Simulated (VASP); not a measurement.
# PtSe2 (Sudovikovite) (P-3m1) in VASP: notebook

PtSe2 (Sudovikovite) is run at these levels: PBE, PBE+D3(BJ), PBE+D4; tasks: single point.

Everything below comes from runs of VASP 6.6.1. Logs are shortened: lines on timing, memory, paths and dates and some standing lists are left out, and cuts for length are marked.

## Step 1: The cell of the first run

It takes space group P-3m1 (No. 164, trigonal). Conventional cell: a = 3.724 Å, b = 3.724 Å, c = 5.062 Å, α = 90.00°, β = 90.00°, γ = 120.00°. Within 3.3 Å of Pt (site symmetry -3m) lie 6 Se at 2.49 Å. Within 3.3 Å of Se (site symmetry 3m) lie 3 Pt at 2.49 Å.

## Step 2: Single point, PBE

File INCAR:

```
PREC = Accurate ; ENCUT = 520
EDIFF = 1E-6 ; ISMEAR = 0
SIGMA = 0.028000000000000004 ; LREAL = False
LASPH = True ; NELM = 80
ALGO = Normal ; ISIF = 2
LWAVE = False ; LCHARG = False
GGA = PE ; NBANDS = 18
```

File KPOINTS:

```
Automatic mesh
0
Gamma
  8 8 5
```

File POSCAR:

```
PtSe2
1.0
    3.7240000000      0.0000000000      0.0000000000
   -1.8620000000      3.2250786037      0.0000000000
    0.0000000000      0.0000000000      5.0620000000
Pt Se
1 2
Direct
    0.0000000000      0.0000000000      0.0000000000
    0.6666666667      0.3333333333      0.7500000000
    0.3333333333      0.6666666667      0.2500000000
```

Potentials or basis: VASP PAW PBE potentials, release 64 (Pt, Se).

The run is started by

```bash
cat potpaw_PBE.64/Pt/POTCAR potpaw_PBE.64/Se/POTCAR > POTCAR
mpirun -np 1 vasp_std > vasp.out
```

OUTCAR:

```text
PREC = Accurate
   ENCUT = 520
   EDIFF = 1E-6
   ISMEAR = 0
   LREAL = False
   LASPH = True
   NELM = 80
   ISIF = 2
   GGA = PE

 ion  position               nearest neighbor table
   1  0.000  0.000  0.000-   2 2.49   3 2.49   2 2.49   3 2.49   2 2.49   3 2.49
   2  0.667  0.333  0.750-   1 2.49   1 2.49   1 2.49
   3  0.333  0.667  0.250-   1 2.49   1 2.49   1 2.49

  LATTYP: Found a hexagonal cell.
 ALAT       =     3.7240000000
 C/A-ratio  =     1.3592910849

  Lattice vectors:

 A1 = (   3.7240000000,   0.0000000000,   0.0000000000)
 A2 = (  -1.8620000000,   3.2250786037,   0.0000000000)
 A3 = (   0.0000000000,   0.0000000000,   5.0620000000)

Analysis of symmetry for initial positions (statically):
=====================================================================
 Subroutine PRICEL returns:
 Original cell was already a primitive cell.

 Routine SETGRP: Setting up the symmetry group for a
 hexagonal supercell.

 Subroutine GETGRP returns: Found 12 space group operations
 (whereof 12 operations were pure point group operations)
 out of a pool of 24 trial point group operations.

The static configuration has the point symmetry D_3d.

Analysis of symmetry for dynamics (positions and initial velocities):
=====================================================================
 Subroutine PRICEL returns:
 Original cell was already a primitive cell.

 Routine SETGRP: Setting up the symmetry group for a
 hexagonal supercell.

 Subroutine GETGRP returns: Found 12 space group operations
 (whereof 12 operations were pure point group operations)
 out of a pool of 24 trial point group operations.

The dynamic configuration has the point symmetry D_3d.

 Subroutine INISYM returns: Found 12 space group operations
 (whereof 12 operations are pure point group operations),
 and found     1 'primitive' translations

----------------------------------------------------------------------------------------

                                     Primitive cell

  volume of cell :      60.7956

  direct lattice vectors                    reciprocal lattice vectors
     3.724000000  0.000000000  0.000000000     0.268528464  0.155034981  0.000000000
    -1.862000000  3.225078604  0.000000000     0.000000000  0.310069962  0.000000000
     0.000000000  0.000000000  5.062000000     0.000000000  0.000000000  0.197550375

  length of vectors
[... 83 lines left out ...]
   NELM   =     80;   NELMIN=  2; NELMDL= -5     # of ELM steps
   EDIFF  = 0.1E-05   stopping-criterion for ELM
   LREAL  =      F    real-space projection
   EDIFFG = 0.1E-04   stopping-criterion for IOM
   NSW    =      0    number of steps for IOM
   IBRION =     -1    ionic relax: 0-MD 1-quasi-New 2-CG
   NFREE  =      0    steps in history (QN), initial steepest desc. (CG)
   ISIF   =      2    stress and relaxation
   ISYM   =      2    0-nonsym 1-usesym 2-fastsym
   POTIM  = 0.5000    time-step for ionic-motion
   TEBEG  =    0.0;   TEEND  =   0.0 temperature during run
   PSTRESS=    0.0 pullay stress
   NELECT =      22.0000    total number of electrons
   NUPDOWN=      -1.0000    fix difference up-down
   EMIN   =  10.00;   EMAX   =-10.00  energy-range for DOS
   EFERMI =   0.00;   METHOD = LEGACY
   ISMEAR =     0;   SIGMA  =   0.03  broadening in eV -4-tet -1-fermi 0-gaus
   EFERMI_NEDOS =   21; number of points for ismear=-14 and -15
   IALGO  =     38    algorithm
   IMIX   =      4    mixing-type and parameters
     AMIX     =   0.40;   BMIX     =  1.00
     AMIX_MAG =   1.60;   BMIX_MAG =  1.00
  volume/ion in A,a.u.               =      20.27       136.76
  Fermi-wavevector in a.u.,A,eV,Ry     =   1.166608  2.204570 18.517184  1.360975
  Thomas-Fermi vector in A             =   2.303119
   LORBIT       =      0    0 simple, 1 ext, 2 COOP (PROOUT), +10 PAW based schemes
   GGA     = PE    functional components
   LHFCALC =     F    Hartree Fock is set to
   AEXX    =    0.0000 exact exchange contribution
   IVDW    =     0    specifies the selected vdW correction
   LEPSILON=     F    determine dielectric tensor
   LRPA    =     F    only Hartree local field effects (RPA)
 non-spin polarized calculation
 Gauss-broadening in eV      SIGMA  =   0.03
  energy-cutoff  :      520.00
  volume of cell :       60.80
 maximum number of plane-waves:      1654
   NGX = 13   NGY = 13   NGZ = 19

 number of electron      21.9999999 magnetization

 Free energy of the ion-electron system (eV)
  ---------------------------------------------------
  ext. energy  EPLUGINS =         0.00000000
  ---------------------------------------------------
  free energy    TOTEN  =       -14.18515786 eV

  energy without entropy =      -14.18482669  energy(sigma->0) =      -14.18499228

 E-fermi :   6.6240     XC(G=0): -10.6316

 val. band max:        6.5864640559   @ k =   0.0000   0.1250   0.2000
 cond. band min:       6.6517677536   @ k =   0.3750   0.2500   0.0000
 fundamental gap:      0.0653036976
 Fermi energy:         6.6240124417

 k-point     1 :       0.0000    0.0000    0.0000
  band No.  band energies     occupation
      1      -9.1765      2.00000
      2      -6.3509      2.00000
      3      -0.6626      2.00000
      4       0.0362      2.00000
      5       0.0362      2.00000
      6       2.4918      2.00000
[... 481 lines left out ...]
      5       0.7397      2.00000
      6       1.5329      2.00000
[... 10 lines left out ...]
     17      15.0009      0.00000
     18      15.5594      0.00000

 [... further k-points ...]

------------------------ aborting loop because EDIFF is reached ----------------------------------------

  FORCE on cell =-STRESS in cart. coord.  units (eV):
  Direction    XX          YY          ZZ          XY          YZ          ZX
  --------------------------------------------------------------------------------------
  -------------------------------------------------------------------------------------
  Total        2.9966607      2.9966607      2.3360097      0.0000000      0.0000000      0.0000000
  in kB       78.9725270     78.9725270     61.5620540      0.0000000      0.0000000      0.0000000
  external PRESSURE =      73.1690360 kB  Pullay stress =       0.0000000 kB

 VOLUME and BASIS-vectors are now :
 -----------------------------------------------------------------------------
  energy-cutoff  :      520.00
  volume of cell :       60.80
      direct lattice vectors                 reciprocal lattice vectors
     3.724000000  0.000000000  0.000000000     0.268528464  0.155034981  0.000000000
    -1.862000000  3.225078604  0.000000000     0.000000000  0.310069962  0.000000000
     0.000000000  0.000000000  5.062000000     0.000000000  0.000000000  0.197550375

 POSITION                                       TOTAL-FORCE (eV/Angst)
 -----------------------------------------------------------------------------------
      0.00000      0.00000      0.00000        -0.000000      0.000000      0.000000
      1.86200      1.07503      3.79650        -0.000000     -0.000000     -0.576476
     -0.00000      2.15005      1.26550         0.000000      0.000000      0.576476
 -----------------------------------------------------------------------------------
    total drift:                               -0.000000     -0.000000     -0.000000

  FREE ENERGIE OF THE ION-ELECTRON SYSTEM (eV)
  ---------------------------------------------------
  free  energy   TOTEN  =       -14.1851578631 eV

  energy  without entropy=      -14.1848266927  energy(sigma->0) =      -14.18499228
```

stdout:

```text
POSCAR found type information on POSCAR PtSe
 POSCAR found :  2 types and       3 ions
 scaLAPACK will be used
 LDA part: xc-table for (Slater+PW92), standard interpolation
 POSCAR, INCAR and KPOINTS ok, starting setup
 FFT: planning ... GRIDC
 FFT: planning ... GRID_SOFT
 FFT: planning ... GRID
 WAVECAR not read
 entering main loop
```

Run time: 59 s. Hardware: 1 thread of Intel Xeon Platinum 8259CL at 2.50GHz (Skylake/Cascade Lake), shared host; peak memory 0.2 GiB.

What came out:

```yaml
Free_energy: -14.1852 eV
Pressure: 7.3 GPa
Largest_force: 0.576 eV/Å
Band_gap_on_the_k_mesh: zero (band 11 reaches 6.95 eV, above the bottom of band 12 at 6.65 eV)
```

Forces on the atoms (eV/Å):
```
Pt   0.000  0.000  0.000
Se   0.000  0.000 -0.576
Se   0.000  0.000  0.576
```

Stress tensor (GPa, compression positive):
```
7.90 0.00 0.00
0.00 7.90 0.00
0.00 0.00 6.16
```

Levels at points of the mesh, in eV from the Fermi level:
| k point | band 7 | band 8 | band 9 | band 10 | band 11 | band 12 | band 13 | band 14 | band 15 | band 16 |
| --- | --- | --- | --- | --- | --- | --- | --- | --- | --- | --- |
| (0.00, 0.00, 0.00) | -4.13 | -2.68 | -1.16 | -1.16 | 0.32 | 1.37 | 1.37 | 3.53 | 4.13 | 7.19 |
| (0.50, 0.00, 0.00) | -3.80 | -3.64 | -3.62 | -3.53 | -3.08 | 0.58 | 2.27 | 4.69 | 5.75 | 7.02 |

Caveat: spin-orbit coupling is left out, which moves the levels of the heavy elements.

## Step 3: Single point, PBE+D3(BJ)

This run uses another cell than the first one, of 19.76 Å³/atom, 0.975 times its volume.

File INCAR:

```
  ALGO = Normal
  EDIFF = 1E-6
  ENCUT = 520
  GGA = PE
  ISIF = 2
  ISMEAR = -1
  IVDW = 12
  LASPH = T
  LCHARG = F
  LREAL = F
  LWAVE = F
  NBANDS = 18
  NELM = 60
  PREC = Accurate
  SIGMA = 0.05
```

File KPOINTS:

```
k-points
0
Gamma
  8 8 5
```

File POSCAR:

```
PtSe2
1.0
    3.7691331087      0.0000000000      0.0000000000
   -1.8845665544      3.2641650224      0.0000000000
    0.0000000000      0.0000000000      4.8190730494
Pt Se
1 2
Direct
    0.0000000000      0.0000000000      0.0000000000
    0.6666666667      0.3333333333      0.7336079806
    0.3333333333      0.6666666667      0.2663920194
```

Potentials or basis: VASP PAW PBE potentials, release 64 (Pt, Se).

The run is started by

```bash
cat potpaw_PBE.64/Pt/POTCAR potpaw_PBE.64/Se/POTCAR > POTCAR
mpirun -np 1 vasp_std > vasp.out
```

Wall time 13 s (1 thread of Intel Xeon 6975P-C (Granite Rapids), shared host); peak memory 0.2 GiB.

Results (log left out):

| Quantity | Value |
| --- | --- |
| Free energy | -15.6735 eV |
| Pressure | 0.0 GPa |
| Largest force | 0.007 eV/Å |
| Band gap on the k mesh | zero (band 11 reaches 7.52 eV, above the bottom of band 12 at 6.70 eV) |
| Dispersion energy per atom | -0.491 eV |

Forces in eV/Å, atoms in the order of the input:
```
Pt   0.000  0.000  0.000
Se   0.000  0.000 -0.007
Se   0.000  0.000  0.007
```

Levels at points of the mesh, in eV from the Fermi level:
| k point | band 8 | band 9 | band 10 | band 11 | band 12 | band 13 | band 14 | band 15 |
| --- | --- | --- | --- | --- | --- | --- | --- | --- |
| (0.00, 0.00, 0.00) | -2.52 | -1.04 | -1.04 | 0.75 | 1.01 | 1.01 | 3.32 | 4.07 |
| (0.50, 0.00, 0.00) | -3.74 | -3.35 | -3.29 | -2.95 | 0.45 | 2.46 | 5.00 | 6.08 |

Caveat: spin-orbit coupling is left out, which moves the levels of the heavy elements; pairwise dispersion overbinds metals, which lowers pressure and volume.

## Step 4: Single point, PBE+D4

This run uses another cell than the first one, of 19.78 Å³/atom, 0.976 times its volume.

File INCAR:

```
  PREC = Accurate
  ENCUT = 520
  EDIFF = 1E-6
  ISMEAR = -1
  SIGMA = 0.05
  LREAL = F
  LASPH = T
  NELM = 100
  ALGO = Normal
  ISIF = 2
  LWAVE = F
  LCHARG = F
  GGA = PE
  IVDW = 13
  NBANDS = 18
```

File KPOINTS:

```
regular mesh
0
Gamma
  8 8 5
```

File POSCAR:

```
PtSe2
1.0
    3.7702159884      0.0000000000      0.0000000000
   -1.8851079942      3.2651028237      0.0000000000
    0.0000000000      0.0000000000      4.8204596060
Pt Se
1 2
Direct
    0.0000000000      0.0000000000      0.0000000000
    0.6666666667      0.3333333333      0.7335450189
    0.3333333333      0.6666666667      0.2664549811
```

The run is started by

```bash
cat potpaw_PBE.64/Pt/POTCAR potpaw_PBE.64/Se/POTCAR > POTCAR
mpirun -np 1 vasp_std > vasp.out
```

Run time: 15 s. Hardware: 1 thread of Intel Xeon 6975P-C (Granite Rapids), shared host; peak memory 0.19 GiB.

The run converged. Its results:

```yaml
Free_energy: -15.7436 eV
Pressure: 0.0 GPa
Largest_force: 0.008 eV/Å
Band_gap_on_the_k_mesh: zero (band 11 reaches 7.51 eV, above the bottom of band 12 at 6.69 eV)
Dispersion_energy_per_atom: -0.514 eV
```

Forces in eV/Å, atoms in the order of the input:
```
Pt   0.000  0.000  0.000
Se   0.000  0.000 -0.008
Se   0.000  0.000  0.008
```

Levels at points of the mesh, in eV from the Fermi level:
| k point | band 7 | band 8 | band 9 | band 10 | band 11 | band 12 | band 13 | band 14 | band 15 | band 16 |
| --- | --- | --- | --- | --- | --- | --- | --- | --- | --- | --- |
| (0.00, 0.00, 0.00) | -3.82 | -2.52 | -1.04 | -1.04 | 0.75 | 1.01 | 1.01 | 3.32 | 4.06 | 7.24 |
| (0.50, 0.00, 0.00) | -3.75 | -3.73 | -3.35 | -3.29 | -2.95 | 0.45 | 2.46 | 5.00 | 6.08 | 6.95 |

Caveat: spin-orbit coupling is left out, which moves the levels of the heavy elements; pairwise dispersion overbinds metals, which lowers pressure and volume.

## Step 5: Single point, PBE

File INCAR:

```
SYSTEM = PtSe2
  ALGO = Normal
  EDIFF = 1E-6
  ENCUT = 520
  GGA = PE
  ISIF = 2
  ISMEAR = 0
  LASPH = .TRUE.
  LCHARG = .FALSE.
  LREAL = .FALSE.
  LWAVE = .FALSE.
  NBANDS = 18
  NELM = 60
  PREC = Accurate
  SIGMA = 0.013000000000000001
```

File KPOINTS:

```
k-points
0
G
  8 8 5
  0 0 0
```

File POSCAR:

```
PtSe2
1.0
    3.7240000000      0.0000000000      0.0000000000
   -1.8620000000      3.2250786037      0.0000000000
    0.0000000000      0.0000000000      5.0620000000
Pt Se
1 2
Direct
    0.0000000000      0.0000000000      0.0000000000
    0.6666666667      0.3333333333      0.7500000000
    0.3333333333      0.6666666667      0.2500000000
```

The run is started by

```bash
cat potpaw_PBE.64/Pt/POTCAR potpaw_PBE.64/Se/POTCAR > POTCAR
mpirun -np 1 vasp_std > vasp.out
```

Run time: 19 s. Hardware: 1 thread of Intel Xeon 6975P-C (Granite Rapids), shared host; peak memory 0.2 GiB.

Results (log left out):

```
Free energy            : -14.1850 eV
Pressure               : 7.3 GPa
Largest force          : 0.575 eV/Å
Band gap on the k mesh : zero (band 11 reaches 6.95 eV, above the bottom of band 12 at 6.65 eV)
```

Forces in eV/Å, atoms in the order of the input:
```
Pt   0.000  0.000  0.000
Se   0.000  0.000 -0.575
Se   0.000  0.000  0.575
```

Stress tensor (GPa, compression positive):
```
7.90 0.00 0.00
0.00 7.90 0.00
0.00 0.00 6.16
```

Levels at points of the mesh, in eV from the Fermi level:
```tsv
k point	band 9	band 10	band 11	band 12	band 13	band 14
(0.00, 0.00, 0.00)	-1.17	-1.17	0.31	1.36	1.36	3.51
(0.50, 0.00, 0.00)	-3.64	-3.55	-3.09	0.56	2.25	4.68
```

Caveat: spin-orbit coupling is left out, which moves the levels of the heavy elements.

## Step 6: The runs side by side

```csv
level,cell,smearing,gap on the mesh (eV),pressure (GPa),largest force (eV/Å)
PBE,"a = 3.724, b = 3.724, c = 5.062 Å, angles 90.0, 90.0, 120.0°, 3 atoms",gaussian 0.028 eV,none,7.3,0.58
PBE+D3(BJ),"a = 3.769, b = 3.769, c = 4.819 Å, angles 90.0, 90.0, 120.0°, 3 atoms",fermi-dirac 0.05 eV,none,0.0,0.01
PBE+D4,"a = 3.770, b = 3.770, c = 4.820 Å, angles 90.0, 90.0, 120.0°, 3 atoms",fermi-dirac 0.05 eV,none,0.0,0.01
PBE,"a = 3.724, b = 3.724, c = 5.062 Å, angles 90.0, 90.0, 120.0°, 3 atoms",gaussian 0.013 eV,none,7.3,0.58
```

Alike in all rows: task single point; potentials or basis VASP PAW PBE potentials, release 64 (Pt, Se); no spin polarisation; k mesh 8 × 8 × 5; cutoff (eV) 520.

Caveats: spin-orbit coupling is left out, which moves the levels of the heavy elements; pairwise dispersion overbinds metals, which lowers pressure and volume (some runs).

Total energies depend on the potentials used, so only differences within one code and one set of settings carry meaning.
